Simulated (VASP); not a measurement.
# NaF (Villiaumite) (Fm-3m) in VASP: further runs, part 2 of 2

VASP 6.6.1. The steps go on from the part before.

**3. Single point, r2SCAN**

This run uses another cell than the first one, of 12.12 Å³/atom, 1.031 times its volume.

POSCAR

```
NaF
1.0
    0.0000000000      2.2972417837      2.2972417837
    2.2972417837      0.0000000000      2.2972417837
    2.2972417837      2.2972417837      0.0000000000
Na F
1 1
Direct
    0.0000000000      0.0000000000      0.0000000000
    0.5000000000      0.5000000000      0.5000000000
```

INCAR.step1

```
ALGO = Normal
EDIFF = 1E-4
ENCUT = 520
GGA = PE
ISMEAR = 0
LASPH = T
LCHARG = F
LREAL = F
LWAVE = T
NBANDS = 14
NELM = 80
PREC = Accurate
SIGMA = 0.01
```

INCAR.step2

```
ALGO = Normal
EDIFF = 1E-6
ENCUT = 520
ISIF = 2
ISMEAR = 0
ISTART = 1
LASPH = T
LCHARG = F
LMIXTAU = T
LREAL = F
LWAVE = F
METAGGA = R2SCAN
NBANDS = 14
NELM = 80
PREC = Accurate
SIGMA = 0.01
```

KPOINTS

```
k-points
0
Gamma
  8 8 8
```

Potentials or basis: VASP PAW PBE potentials, release 64 (Na_pv, F).

Launch:

```bash
> cat potpaw_PBE.64/Na_pv/POTCAR potpaw_PBE.64/F/POTCAR > POTCAR
> cp INCAR.step1 INCAR
> mpirun -np 1 vasp_std > vasp.out
> cp INCAR.step2 INCAR
> mpirun -np 1 vasp_std > vasp.out
```

OUTCAR:

```text
EDIFF = 1E-6
   ENCUT = 520
   ISIF = 2
   ISMEAR = 0
   ISTART = 1
   LASPH = T
   LREAL = F
   METAGGA = R2SCAN
   NELM = 80
   PREC = Accurate

 ion  position               nearest neighbor table
   1  0.000  0.000  0.000-   2 2.30   2 2.30   2 2.30   2 2.30   2 2.30   2 2.30
   2  0.500  0.500  0.500-   1 2.30   1 2.30   1 2.30   1 2.30   1 2.30   1 2.30

  LATTYP: Found a face centered cubic cell.
 ALAT       =     4.5944835674

  Lattice vectors:

 A1 = (   0.0000000000,   2.2972417837,   2.2972417837)
 A2 = (   2.2972417837,   0.0000000000,   2.2972417837)
 A3 = (   2.2972417837,   2.2972417837,   0.0000000000)

Analysis of symmetry for initial positions (statically):
=====================================================================
 Subroutine PRICEL returns:
 Original cell was already a primitive cell.

 Routine SETGRP: Setting up the symmetry group for a
 face centered cubic supercell.

 Subroutine GETGRP returns: Found 48 space group operations
 (whereof 48 operations were pure point group operations)
 out of a pool of 48 trial point group operations.

The static configuration has the point symmetry O_h .

Analysis of symmetry for dynamics (positions and initial velocities):
=====================================================================
 Subroutine PRICEL returns:
 Original cell was already a primitive cell.

 Routine SETGRP: Setting up the symmetry group for a
 face centered cubic supercell.

 Subroutine GETGRP returns: Found 48 space group operations
 (whereof 48 operations were pure point group operations)
 out of a pool of 48 trial point group operations.

The dynamic configuration has the point symmetry O_h .

 Subroutine INISYM returns: Found 48 space group operations
 (whereof 48 operations are pure point group operations),
 and found     1 'primitive' translations

----------------------------------------------------------------------------------------

                                     Primitive cell

  volume of cell :      24.2466

  direct lattice vectors                    reciprocal lattice vectors
     0.000000000  2.297241784  2.297241784    -0.217652318  0.217652318  0.217652318
     2.297241784  0.000000000  2.297241784     0.217652318 -0.217652318  0.217652318
     2.297241784  2.297241784  0.000000000     0.217652318  0.217652318 -0.217652318

  length of vectors
     3.248790487  3.248790487  3.248790487     0.376984874  0.376984874  0.376984874

  position of ions in fractional coordinates (direct lattice)
     0.000000000  0.000000000  0.000000000
     0.500000000  0.500000000  0.500000000

  ion indices of the primitive-cell ions
   primitive index   ion index
                 1           1
                 2           2

----------------------------------------------------------------------------------------

 KPOINTS: k-points

Automatic generation of k-mesh.
 Grid dimensions read from file:
 generate k-points for:    8    8    8

 Generating k-lattice:

  Cartesian coordinates                     Fractional coordinates (reciprocal lattice)
[... 40 lines left out ...]
 -0.375000  0.250000  0.125000     24.000000
 [... further k-points ...]
   k-points           NKPTS =     29   k-points in BZ     NKDIM =     29   number of bands    NBANDS=     14
   number of dos      NEDOS =    301   number of ions     NIONS =      2
   total plane-waves  NPLWV =  13824
   dimension x,y,z NGX =    24 NGY =   24 NGZ =   24
   dimension x,y,z NGXF=    48 NGYF=   48 NGZF=   48
   ions per type =               1   1
   NGX,Y,Z   is equivalent  to a cutoff of  12.28, 12.28, 12.28 a.u.
   NGXF,Y,Z  is equivalent  to a cutoff of  24.56, 24.56, 24.56 a.u.
 SYSTEM =  unknown system
   PREC   = accura    normal or accurate (medium, high low for compatibility)
   ISTART =      1    job   : 0-new  1-cont  2-samecut
   ICHARG =      0    charge: 1-file 2-atom 10-const
   ISPIN  =      1    spin polarized calculation?
   LNONCOLLINEAR =      F non collinear calculations
   LSORBIT =      F    spin-orbit coupling
   LASPH  =      T    aspherical Exc in radial PAW
   ENCUT  =  520.0 eV  38.22 Ry    6.18 a.u.   6.04  6.04  6.04*2*pi/ulx,y,z
   NELM   =     80;   NELMIN=  2; NELMDL=  0     # of ELM steps
   EDIFF  = 0.1E-05   stopping-criterion for ELM
   LREAL  =      F    real-space projection
   EDIFFG = 0.1E-04   stopping-criterion for IOM
   NSW    =      0    number of steps for IOM
   IBRION =     -1    ionic relax: 0-MD 1-quasi-New 2-CG
   NFREE  =      0    steps in history (QN), initial steepest desc. (CG)
   ISIF   =      2    stress and relaxation
   ISYM   =      2    0-nonsym 1-usesym 2-fastsym
   POTIM  = 0.5000    time-step for ionic-motion
   TEBEG  =    0.0;   TEEND  =   0.0 temperature during run
   PSTRESS=    0.0 pullay stress
   NELECT =      14.0000    total number of electrons
   NUPDOWN=      -1.0000    fix difference up-down
   EMIN   =  10.00;   EMAX   =-10.00  energy-range for DOS
   EFERMI =   0.00;   METHOD = LEGACY
   ISMEAR =     0;   SIGMA  =   0.01  broadening in eV -4-tet -1-fermi 0-gaus
   EFERMI_NEDOS =   21; number of points for ismear=-14 and -15
   IALGO  =     38    algorithm
   IMIX   =      4    mixing-type and parameters
     AMIX     =   0.40;   BMIX     =  1.00
     AMIX_MAG =   1.60;   BMIX_MAG =  1.00
  volume/ion in A,a.u.               =      12.12        81.81
  Fermi-wavevector in a.u.,A,eV,Ry     =   1.363225  2.576121 25.284819  1.858382
  Thomas-Fermi vector in A             =   2.489646
   LORBIT       =      0    0 simple, 1 ext, 2 COOP (PROOUT), +10 PAW based schemes
   METAGGA = R2SCAN    functional components
   LHFCALC =     F    Hartree Fock is set to
   AEXX    =    0.0000 exact exchange contribution
   IVDW    =     0    specifies the selected vdW correction
   LEPSILON=     F    determine dielectric tensor
   LRPA    =     F    only Hartree local field effects (RPA)
 non-spin polarized calculation
 Gauss-broadening in eV      SIGMA  =   0.01
  energy-cutoff  :      520.00
  volume of cell :       24.25
 maximum number of plane-waves:       666
   NGX = 13   NGY = 13   NGZ = 13

 number of electron      13.9999992 magnetization

 Free energy of the ion-electron system (eV)
  ---------------------------------------------------
  ext. energy  EPLUGINS =         0.00000000
  ---------------------------------------------------
  free energy    TOTEN  =       -12.60299683 eV

  energy without entropy =      -12.60299683  energy(sigma->0) =      -12.60299683

 E-fermi :  -2.5068     XC(G=0):  -9.9092

 val. band max:       -2.6142267836   @ k =   0.0000   0.0000   0.0000
 cond. band min:       4.7073308059   @ k =   0.0000   0.0000   0.0000
 fundamental gap:      7.3215575895
 Fermi energy:        -2.5067595264

 k-point     1 :       0.0000    0.0000    0.0000
  band No.  band energies     occupation
      1     -22.9535      2.00000
      2     -22.0378      2.00000
      3     -22.0374      2.00000
      4     -22.0374      2.00000
      5      -2.6143      2.00000
      6      -2.6142      2.00000
      7      -2.6142      2.00000
      8       4.7073      0.00000
      9      17.3583      0.00000
     10      17.3583      0.00000
     11      17.3583      0.00000
     12      20.0695      0.00000
     13      22.7087      0.00000
     14      22.7087      0.00000
[... 377 lines left out ...]
      1     -23.1730      2.00000
      2     -22.0933      2.00000
      3     -22.0696      2.00000
      4     -21.6526      2.00000
      5      -3.9400      2.00000
      6      -3.2127      2.00000
      7      -2.9723      2.00000
      8      10.1970      0.00000
      9      11.2327      0.00000
     10      16.0594      0.00000
     11      17.8414      0.00000
     12      20.9345      0.00000
     13      21.9803      0.00000
     14      27.0203      0.00000

 [... further k-points ...]

------------------------ aborting loop because EDIFF is reached ----------------------------------------

  FORCE on cell =-STRESS in cart. coord.  units (eV):
  Direction    XX          YY          ZZ          XY          YZ          ZX
  --------------------------------------------------------------------------------------
  -------------------------------------------------------------------------------------
  Total       -0.1281299     -0.1281299     -0.1281299      0.0000000      0.0000000      0.0000000
  in kB       -8.4666344     -8.4666344     -8.4666344      0.0000000      0.0000000      0.0000000
  external PRESSURE =      -8.4666344 kB  Pullay stress =       0.0000000 kB

 VOLUME and BASIS-vectors are now :
 -----------------------------------------------------------------------------
  energy-cutoff  :      520.00
  volume of cell :       24.25
      direct lattice vectors                 reciprocal lattice vectors
     0.000000000  2.297241784  2.297241784    -0.217652318  0.217652318  0.217652318
     2.297241784  0.000000000  2.297241784     0.217652318 -0.217652318  0.217652318
     2.297241784  2.297241784  0.000000000     0.217652318  0.217652318 -0.217652318

 POSITION                                       TOTAL-FORCE (eV/Angst)
 -----------------------------------------------------------------------------------
      0.00000      0.00000      0.00000        -0.000000     -0.000000     -0.000000
      2.29724      2.29724      2.29724         0.000000      0.000000      0.000000
 -----------------------------------------------------------------------------------
    total drift:                                0.000000     -0.000000      0.000000

  FREE ENERGIE OF THE ION-ELECTRON SYSTEM (eV)
  ---------------------------------------------------
  free  energy   TOTEN  =       -12.6029968347 eV

  energy  without entropy=      -12.6029968347  energy(sigma->0) =      -12.60299683
```

OSZICAR.step1:

```text
N       E                     dE             d eps       ncg     rms          rms(c)
DAV:   1     0.113189912352E+03    0.11319E+03   -0.76017E+03   818   0.126E+03
DAV:   2    -0.394658288823E+01   -0.11714E+03   -0.10850E+03   902   0.361E+02
DAV:   3    -0.940015234464E+01   -0.54536E+01   -0.54428E+01  1010   0.702E+01
DAV:   4    -0.944146712414E+01   -0.41315E-01   -0.41313E-01   938   0.647E+00
DAV:   5    -0.944186536831E+01   -0.39824E-03   -0.39824E-03   968   0.644E-01    0.543E+00
DAV:   6    -0.855684728228E+01    0.88502E+00   -0.30259E+00   990   0.150E+01    0.179E+00
DAV:   7    -0.854765086376E+01    0.91964E-02   -0.30947E-02   836   0.207E+00    0.105E+00
DAV:   8    -0.854911274939E+01   -0.14619E-02   -0.27705E-02   878   0.321E+00    0.149E-01
DAV:   9    -0.854971703942E+01   -0.60429E-03   -0.41302E-03   998   0.616E-01    0.117E-01
DAV:  10    -0.854962830712E+01    0.88732E-04   -0.74781E-04   872   0.337E-01
   1 F= -.85496283E+01 E0= -.85496283E+01  d E =-.600657-123
```

Wall time 19 s (1 thread of AMD EPYC 9R45 (Zen 5), shared host); peak memory 0.11 GiB.

Results:

```yaml
Free_energy: -12.6030 eV
Pressure: -0.8 GPa
Band_gap_on_the_k_mesh: 7.32 eV, direct
```

Levels at points of the mesh, in eV from the valence-band top:
```
           k point  band 3  band 4  band 5  band 6  band 7  band 8  band 9  band 10  band 11  band 12
(0.00, 0.00, 0.00)  -19.42  -19.42    0.00    0.00    0.00    7.32   19.97    19.97    19.97    22.68
(0.50, 0.00, 0.00)  -19.43  -18.90   -1.61   -0.28   -0.28   11.80   13.64    21.70    21.70    24.21
(0.50, 0.50, 0.00)  -19.48  -19.48   -1.30   -0.42   -0.41   14.01   14.29    15.11    21.46    21.46
```

Caveat: the PAW data sets were made with another functional, which shifts forces and pressure a little. r2SCAN opens gaps a little over a GGA but as a rule still falls short of measured ones.

**4. Single point, r2SCAN (volume changed by +3%)**

POSCAR

```
NaF
1.0
    0.0000000000      2.3199882312      2.3199882312
    2.3199882312      0.0000000000      2.3199882312
    2.3199882312      2.3199882312      0.0000000000
Na F
1 1
Direct
    0.0000000000      0.0000000000      0.0000000000
    0.5000000000      0.5000000000      0.5000000000
```

INCAR.step1

```
PREC = Accurate ; ENCUT = 520
ISMEAR = 0 ; SIGMA = 0.01
LREAL = False ; LASPH = True
NELM = 60 ; NBANDS = 14
GGA = PE ; ALGO = Normal
EDIFF = 1E-4 ; LWAVE = True
LCHARG = False
```

INCAR.step2

```
PREC = Accurate ; ENCUT = 520
EDIFF = 1E-6 ; ISMEAR = 0
SIGMA = 0.01 ; LREAL = False
LASPH = True ; NELM = 60
ALGO = Normal ; ISIF = 2
LWAVE = False ; LCHARG = False
METAGGA = R2SCAN ; LMIXTAU = True
NBANDS = 14 ; ISTART = 1
```

KPOINTS

```
Automatic mesh
0
Gamma
  8 8 8
```

Launch:

```bash
> cat potpaw_PBE.64/Na_pv/POTCAR potpaw_PBE.64/F/POTCAR > POTCAR
> cp INCAR.step1 INCAR
> mpirun -np 1 vasp_std > vasp.out
> cp INCAR.step2 INCAR
> mpirun -np 1 vasp_std > vasp.out
```

Run time: 20 s. Hardware: 1 thread of AMD EPYC 9R45 (Zen 5), shared host; peak memory 0.11 GiB.

Results (log left out):

| Item | Value |
| --- | --- |
| Free energy | -12.5970 eV |
| Pressure | -2.0 GPa |
| Band gap on the k mesh | 7.15 eV, direct |

Levels at points of the mesh, in eV from the valence-band top:
```csv
k point,band 3,band 4,band 5,band 6,band 7,band 8,band 9,band 10,band 11,band 12
"(0.00, 0.00, 0.00)",-19.51,-19.51,0.00,0.00,0.00,7.15,19.75,19.75,19.75,22.39
"(0.50, 0.00, 0.00)",-19.52,-18.99,-1.54,-0.26,-0.26,11.60,13.38,21.37,21.37,23.85
"(0.50, 0.50, 0.00)",-19.56,-19.56,-1.26,-0.40,-0.40,13.90,14.02,14.80,21.05,21.05
```

Caveat: the cell differs from its parent crystal (volume changed by +3%); the PAW data sets were made with another functional, which shifts forces and pressure a little.

**5. Single point, r2SCAN (volume changed by +6%)**

POSCAR

```
NaF
1.0
    0.0000000000      2.3422971789      2.3422971789
    2.3422971789      0.0000000000      2.3422971789
    2.3422971789      2.3422971789      0.0000000000
Na F
1 1
Direct
    0.0000000000      0.0000000000      0.0000000000
    0.5000000000      0.5000000000      0.5000000000
```

INCAR.step1

```
SYSTEM = NaF
  PREC = Accurate
  ENCUT = 520
  ISMEAR = 0
  SIGMA = 0.01
  LREAL = .False.
  LASPH = .True.
  NELM = 80
  NBANDS = 14
  GGA = PE
  ALGO = Normal
  EDIFF = 1E-4
  LWAVE = .True.
  LCHARG = .False.
```

INCAR.step2

```
SYSTEM = NaF
  PREC = Accurate
  ENCUT = 520
  EDIFF = 1E-7
  ISMEAR = 0
  SIGMA = 0.01
  LREAL = .False.
  LASPH = .True.
  NELM = 80
  ALGO = Normal
  ISIF = 2
  LWAVE = .False.
  LCHARG = .True.
  METAGGA = R2SCAN
  LMIXTAU = .True.
  LELF = .True.
  LVHAR = .True.
  NBANDS = 14
  ISTART = 1
```

KPOINTS

```
regular mesh
0
Gamma
  8 8 8
  0 0 0
```

Launch:

```bash
> cat potpaw_PBE.64/Na_pv/POTCAR potpaw_PBE.64/F/POTCAR > POTCAR
> cp INCAR.step1 INCAR
> mpirun -np 1 vasp_std > vasp.out
> cp INCAR.step2 INCAR
> mpirun -np 1 vasp_std > vasp.out
```

Wall time 40 s (1 thread of AMD EPYC 9R45 (Zen 5), shared host); peak memory 0.13 GiB.

Results (log left out):

```
Free energy            : -12.5859 eV
Pressure               : -3.3 GPa
Band gap on the k mesh : 6.99 eV, direct
```

Levels at points of the mesh, in eV from the valence-band top:
```csv
k point,band 3,band 4,band 5,band 6,band 7,band 8,band 9,band 10,band 11,band 12
"(0.00, 0.00, 0.00)",-19.60,-19.60,0.00,0.00,0.00,6.99,19.55,19.55,19.55,22.11
"(0.50, 0.00, 0.00)",-19.61,-19.08,-1.48,-0.25,-0.25,11.42,13.13,21.05,21.05,23.50
"(0.50, 0.50, 0.00)",-19.65,-19.64,-1.21,-0.39,-0.39,13.78,13.79,14.51,20.67,20.67
```

Caveat: the cell differs from its parent crystal (volume changed by +6%); the PAW data sets were made with another functional, which shifts forces and pressure a little.

**6. Summary**

| cell | gap on the mesh (eV) | pressure (GPa) |
| --- | --- | --- |
| a = 3.216 Å, angles 60.0°, 2 atoms | 7.50 | 1.0 |
| a = 3.249 Å, angles 60.0°, 2 atoms | 7.32 | -0.8 |
| a = 3.281 Å, angles 60.0°, 2 atoms | 7.15 | -2.0 |
| a = 3.313 Å, angles 60.0°, 2 atoms | 6.99 | -3.3 |

Alike in all rows: task single point; level r2SCAN; potentials or basis VASP PAW PBE potentials, release 64 (Na_pv, F); no spin polarisation; k mesh 8 × 8 × 8; cutoff (eV) 520; smearing gaussian 0.01 eV.

Caveats: the PAW data sets were made with another functional, which shifts forces and pressure a little.

Absolute energies hang on the potentials; compare differences alone.
